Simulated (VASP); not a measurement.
Input of a VASP 6.6.1 run:

Contents of INCAR:

```
  PREC = Accurate
  ENCUT = 520
  EDIFF = 1E-6
  ISMEAR = -1
  SIGMA = 0.02
  LREAL = False
  LASPH = True
  NELM = 100
  ALGO = Normal
  ISIF = 2
  LWAVE = False
  LCHARG = False
  GGA = PE
  NBANDS = 11
```

KPOINTS

```
regular mesh
0
Gamma
  7 7 7
```

File POSCAR:

```
BeS
1.0
    0.0000000000      2.4250000000      2.4250000000
    2.4250000000      0.0000000000      2.4250000000
    2.4250000000      2.4250000000      0.0000000000
Be S
1 1
Direct
    0.0000000000      0.0000000000      0.0000000000
    0.7500000000      0.7500000000      0.7500000000
```

Potentials or basis: VASP PAW PBE potentials, release 64 (Be, S).

Launch:

```console
$ cat potpaw_PBE.64/Be/POTCAR potpaw_PBE.64/S/POTCAR > POTCAR
$ mpirun -np 1 vasp_std > vasp.out
```

(1) Estimate the pressure.

(2) What does it give for the band gap on the k mesh?

Answers

(1) 1.6 GPa.

(2) 3.26 eV, indirect (least direct gap 5.67 eV).
